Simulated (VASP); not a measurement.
# V (Im-3m) in VASP: single point with PBE

Aim: the single point of V with PBE.

Program: VASP 6.6.1. These are calculated values, not measurements. Logs are shortened: lines on timing, memory, paths and dates and some standing lists are left out, and cuts for length are marked.

## 1. The cell of the first run

Symmetry: Im-3m, No. 229, cubic system. The conventional cell has a = 2.997 Å, b = 2.997 Å, c = 2.997 Å, α = 90.00°, β = 90.00°, γ = 90.00°. V (site symmetry m-3m) has 14 V at 2.60 to 3.00 Å within 3.4 Å.

## 2. Single point, PBE, collinear spin, antiferromagnetic start

Contents of INCAR:

```
SYSTEM = V
ALGO = Fast ; EDIFF = 1E-7
ENCUT = 520 ; GGA = PE
ISIF = 2 ; ISMEAR = 0
ISPIN = 2 ; LASPH = .True.
LCHARG = .False. ; LMAXMIX = 4
LORBIT = 11 ; LREAL = .False.
LWAVE = .False. ; MAGMOM = 1 -1
NBANDS = 24 ; NELM = 150
PREC = Accurate ; SIGMA = 0.05
```

Contents of KPOINTS:

```
k-points
0
Gamma
  20 20 10
  0 0 0
```

Contents of POSCAR:

```
V
1.0
    0.0000000000      2.9967922076      0.0000000000
    2.9967922076      0.0000000000      0.0000000000
    2.9967922076      2.9967922076     -2.9967922076
V
2
Direct
    0.0000000000      0.0000000000      0.0000000000
    0.0000000000      0.0000000000      0.5000000000
```

Potentials or basis: VASP PAW PBE potentials, release 64 (V_sv).

Command:

```console
cat potpaw_PBE.64/V_sv/POTCAR > POTCAR
mpirun -np 1 vasp_std > vasp.out
```

OUTCAR:

```text
SYSTEM = V
   EDIFF = 1E-7
   ENCUT = 520
   GGA = PE
   ISIF = 2
   ISMEAR = 0
   ISPIN = 2
   LASPH = .True.
   LORBIT = 11
   LREAL = .False.
   NELM = 150
   PREC = Accurate

 ion  position               nearest neighbor table
   1  0.000  0.000  0.000-   2 2.60   2 2.60   2 2.60   2 2.60   2 2.60   2 2.60   2 2.60   2 2.60

   2  0.000  0.000  0.500-   1 2.60   1 2.60   1 2.60   1 2.60   1 2.60   1 2.60   1 2.60   1 2.60

  LATTYP: Found a simple cubic cell.
 ALAT       =     2.9967922076

  Lattice vectors:

 A1 = (   0.0000000000,   2.9967922076,   0.0000000000)
 A2 = (   2.9967922076,   0.0000000000,   0.0000000000)
 A3 = (   0.0000000000,   0.0000000000,  -2.9967922076)

Analysis of symmetry for initial positions (statically):
=====================================================================
 Subroutine PRICEL returns following result:

  LATTYP: Found a body centered cubic cell.
 ALAT       =     2.9967922076

  Lattice vectors:

 A1 = (  -1.4983961038,  -1.4983961038,  -1.4983961038)
 A2 = (  -1.4983961038,   1.4983961038,   1.4983961038)
 A3 = (   1.4983961038,   1.4983961038,  -1.4983961038)

   2 primitive cells build up your supercell.

 Routine SETGRP: Setting up the symmetry group for a
 simple cubic supercell.

 Subroutine GETGRP returns: Found 48 space group operations
 (whereof 48 operations were pure point group operations)
 out of a pool of 48 trial point group operations.

The static configuration has the point symmetry O_h .

Analysis of symmetry for dynamics (positions and initial velocities):
=====================================================================
 Subroutine PRICEL returns following result:

  LATTYP: Found a body centered cubic cell.
 ALAT       =     2.9967922076

  Lattice vectors:

 A1 = (  -1.4983961038,  -1.4983961038,  -1.4983961038)
 A2 = (  -1.4983961038,   1.4983961038,   1.4983961038)
 A3 = (   1.4983961038,   1.4983961038,  -1.4983961038)

   2 primitive cells build up your supercell.

 Routine SETGRP: Setting up the symmetry group for a
 simple cubic supercell.

 Subroutine GETGRP returns: Found 48 space group operations
 (whereof 48 operations were pure point group operations)
 out of a pool of 48 trial point group operations.

The dynamic configuration has the point symmetry O_h .

Analysis of structural, dynamic, and magnetic symmetry:
=====================================================================
 Subroutine PRICEL returns following result:

  LATTYP: Found a body centered cubic cell.
 ALAT       =     2.9967922076

  Lattice vectors:

 A1 = (  -1.4983961038,  -1.4983961038,  -1.4983961038)
 A2 = (  -1.4983961038,   1.4983961038,   1.4983961038)
 A3 = (   1.4983961038,   1.4983961038,  -1.4983961038)

   2 primitive cells build up your supercell.

 Routine SETGRP: Setting up the symmetry group for a
 simple cubic supercell.

 Subroutine GETGRP returns: Found 48 space group operations
 (whereof 48 operations were pure point group operations)
 out of a pool of 48 trial point group operations.

The overall configuration has the point symmetry O_h .

 Subroutine INISYM returns: Found 48 space group operations
 (whereof 48 operations are pure point group operations),
 and found     2 'primitive' translations

----------------------------------------------------------------------------------------

                                     Primitive cell

  volume of cell :      13.4567

  direct lattice vectors                    reciprocal lattice vectors
    -1.498396104 -1.498396104 -1.498396104    -0.333690136  0.000000000 -0.333690136
    -1.498396104  1.498396104  1.498396104    -0.333690136  0.333690136 -0.000000000
     1.498396104  1.498396104 -1.498396104     0.000000000  0.333690136 -0.333690136

  length of vectors
     2.595298182  2.595298182  2.595298182     0.471909116  0.471909116  0.471909116

  position of ions in fractional coordinates (direct lattice)
     0.000000000  0.000000000  0.000000000

  ion indices of the primitive-cell ions
   primitive index   ion index
                 1           1

----------------------------------------------------------------------------------------

 KPOINTS: k-points

Automatic generation of k-mesh.
 Grid dimensions read from file:
 generate k-points for:   20   20   10

 Generating k-lattice:

  Cartesian coordinates                     Fractional coordinates (reciprocal lattice)
     0.000000000  0.016684507  0.016684507     0.050000000  0.000000000  0.000000000
     0.016684507  0.000000000  0.016684507     0.000000000  0.050000000  0.000000000
     0.000000000  0.000000000 -0.033369014     0.000000000  0.000000000  0.100000000

  Length of vectors
     0.023595456  0.023595456  0.033369014

  Shift w.r.t. Gamma in fractional coordinates (k-lattice)
     0.000000000  0.000000000  0.000000000

 Subroutine IBZKPT returns following result:
 ===========================================

 Found    146 irreducible k-points:

 Following reciprocal coordinates:
            Coordinates               Weight
  0.000000  0.000000  0.000000      1.000000
  0.050000  0.000000  0.000000     12.000000
  0.100000  0.000000  0.000000     12.000000
  0.150000  0.000000  0.000000     12.000000
  0.200000  0.000000  0.000000     12.000000
  0.250000  0.000000  0.000000     12.000000
[... 16 lines left out ...]
  0.200000  0.100000 -0.000000     48.000000
  0.250000  0.100000 -0.000000     48.000000
 [... further k-points ...]
   k-points           NKPTS =    146   k-points in BZ     NKDIM =    146   number of bands    NBANDS=     24
   number of dos      NEDOS =    301   number of ions     NIONS =      2
   total plane-waves  NPLWV =  23040
   dimension x,y,z NGX =    24 NGY =   24 NGZ =   40
   dimension x,y,z NGXF=    48 NGYF=   48 NGZF=   80
   ions per type =               2
   NGX,Y,Z   is equivalent  to a cutoff of  13.31, 13.31, 12.81 a.u.
   NGXF,Y,Z  is equivalent  to a cutoff of  26.63, 26.63, 25.62 a.u.
 SYSTEM =  V
   PREC   = accura    normal or accurate (medium, high low for compatibility)
   ISTART =      0    job   : 0-new  1-cont  2-samecut
   ICHARG =      2    charge: 1-file 2-atom 10-const
   ISPIN  =      2    spin polarized calculation?
   LNONCOLLINEAR =      F non collinear calculations
   LSORBIT =      F    spin-orbit coupling
   LASPH  =      T    aspherical Exc in radial PAW
   ENCUT  =  520.0 eV  38.22 Ry    6.18 a.u.   5.57  5.57  9.65*2*pi/ulx,y,z
   NELM   =    150;   NELMIN=  2; NELMDL= -5     # of ELM steps
   EDIFF  = 0.1E-06   stopping-criterion for ELM
   LREAL  =      F    real-space projection
   EDIFFG = 0.1E-05   stopping-criterion for IOM
   NSW    =      0    number of steps for IOM
   IBRION =     -1    ionic relax: 0-MD 1-quasi-New 2-CG
   NFREE  =      0    steps in history (QN), initial steepest desc. (CG)
   ISIF   =      2    stress and relaxation
   ISYM   =      2    0-nonsym 1-usesym 2-fastsym
   POTIM  = 0.5000    time-step for ionic-motion
   TEBEG  =    0.0;   TEEND  =   0.0 temperature during run
   PSTRESS=    0.0 pullay stress
   NELECT =      26.0000    total number of electrons
   NUPDOWN=      -1.0000    fix difference up-down
   EMIN   =  10.00;   EMAX   =-10.00  energy-range for DOS
   EFERMI =   0.00;   METHOD = LEGACY
   ISMEAR =     0;   SIGMA  =   0.05  broadening in eV -4-tet -1-fermi 0-gaus
   EFERMI_NEDOS =   21; number of points for ismear=-14 and -15
   IALGO  =     68    algorithm
   IMIX   =      4    mixing-type and parameters
     AMIX     =   0.40;   BMIX     =  1.00
     AMIX_MAG =   1.60;   BMIX_MAG =  1.00
  volume/ion in A,a.u.               =      13.46        90.81
  Fermi-wavevector in a.u.,A,eV,Ry     =   1.618363  3.058263 35.635009  2.619099
  Thomas-Fermi vector in A             =   2.712638
   LORBIT       =     11    0 simple, 1 ext, 2 COOP (PROOUT), +10 PAW based schemes
   GGA     = PE    functional components
   LHFCALC =     F    Hartree Fock is set to
   AEXX    =    0.0000 exact exchange contribution
   IVDW    =     0    specifies the selected vdW correction
   LEPSILON=     F    determine dielectric tensor
   LRPA    =     F    only Hartree local field effects (RPA)
 spin polarized calculation
 RMM-DIIS sequential band-by-band and
 Gauss-broadening in eV      SIGMA  =   0.05
  energy-cutoff  :      520.00
  volume of cell :       26.91
 maximum number of plane-waves:       739
 NGX is ok and might be reduce to    24
   NGX = 11   NGY = 11   NGZ = 19

 number of electron      26.0000006 magnetization      -0.0000000

 number of electron      26.0000006 magnetization       0.0000000

 Free energy of the ion-electron system (eV)
  ---------------------------------------------------
  ext. energy  EPLUGINS =         0.00000000
  ---------------------------------------------------
  free energy    TOTEN  =       -17.98671513 eV

  energy without entropy =      -17.98167413  energy(sigma->0) =      -17.98419463

 E-fermi :   9.7089     XC(G=0): -12.9105

 val. band max:        9.7082347904   @ k =   0.3500   0.1000   0.1000
 cond. band min:       9.7097562653   @ k =   0.3000   0.0500   0.0000
 fundamental gap:      0.0015214749
 Fermi energy:         9.7088530346

 spin component 1

 k-point     1 :       0.0000    0.0000    0.0000
  band No.  band energies     occupation
      1     -54.0047      1.00000
      2     -53.6698      1.00000
      3     -27.9191      1.00000
      4     -27.9191      1.00000
      5     -27.9191      1.00000
      6     -27.3037      1.00000
[... 637 lines left out ...]
     23      24.3337      0.00000
     24      26.8203      0.00000

 [... further k-points ...]

 spin component 2

 k-point     1 :       0.0000    0.0000    0.0000
  band No.  band energies     occupation
      1     -54.0047      1.00000
      2     -53.6698      1.00000
      3     -27.9191      1.00000
      4     -27.9191      1.00000
      5     -27.9191      1.00000
      6     -27.3037      1.00000
[... 637 lines left out ...]
     23      24.3337      0.00000
     24      26.8203      0.00000

 [... further k-points ...]

------------------------ aborting loop because EDIFF is reached ----------------------------------------

  FORCE on cell =-STRESS in cart. coord.  units (eV):
  Direction    XX          YY          ZZ          XY          YZ          ZX
  --------------------------------------------------------------------------------------
  -------------------------------------------------------------------------------------
  Total        0.0378182      0.0378182      0.0378182     -0.0000000      0.0000000      0.0000000
  in kB        2.2513438      2.2513438      2.2513438     -0.0000000      0.0000000      0.0000000
  external PRESSURE =       2.2513438 kB  Pullay stress =       0.0000000 kB

 VOLUME and BASIS-vectors are now :
 -----------------------------------------------------------------------------
  energy-cutoff  :      520.00
  volume of cell :       26.91
      direct lattice vectors                 reciprocal lattice vectors
     0.000000000  2.996792208  0.000000000     0.000000000  0.333690136  0.333690136
     2.996792208  0.000000000  0.000000000     0.333690136  0.000000000  0.333690136
     2.996792208  2.996792208 -2.996792208     0.000000000  0.000000000 -0.333690136

 POSITION                                       TOTAL-FORCE (eV/Angst)
 -----------------------------------------------------------------------------------
      0.00000      0.00000      0.00000        -0.000000     -0.000000      0.000000
      1.49840      1.49840     -1.49840         0.000000      0.000000     -0.000000
 -----------------------------------------------------------------------------------
    total drift:                               -0.000000      0.000000      0.000000

  FREE ENERGIE OF THE ION-ELECTRON SYSTEM (eV)
  ---------------------------------------------------
  free  energy   TOTEN  =       -17.9867151328 eV

  energy  without entropy=      -17.9816741271  energy(sigma->0) =      -17.98419463

 total charge

# of ion       s       p       d       tot
------------------------------------------
    1        2.342   6.223   3.088  11.652
    2        2.342   6.223   3.088  11.652
--------------------------------------------------
tot          4.684  12.445   6.176  23.304

 magnetization (x)

# of ion       s       p       d       tot
------------------------------------------
    1       -0.000  -0.000  -0.000  -0.000
    2        0.000   0.000   0.000   0.000
--------------------------------------------------
tot          0.000   0.000   0.000   0.000
```

It took 87 s on 1 thread of Intel Xeon 6975P-C (Granite Rapids), shared host; peak memory 0.26 GiB.

What came out:

- Free energy: -17.9867 eV
- Pressure: 0.2 GPa
- Band gap on the k mesh: zero (filled and empty bands overlap)
- Net moment: 0.00 μB per cell
- Valence electrons inside the program's atomic spheres: V 11.65

Caveat: the moments typed at the start vanished in this run.
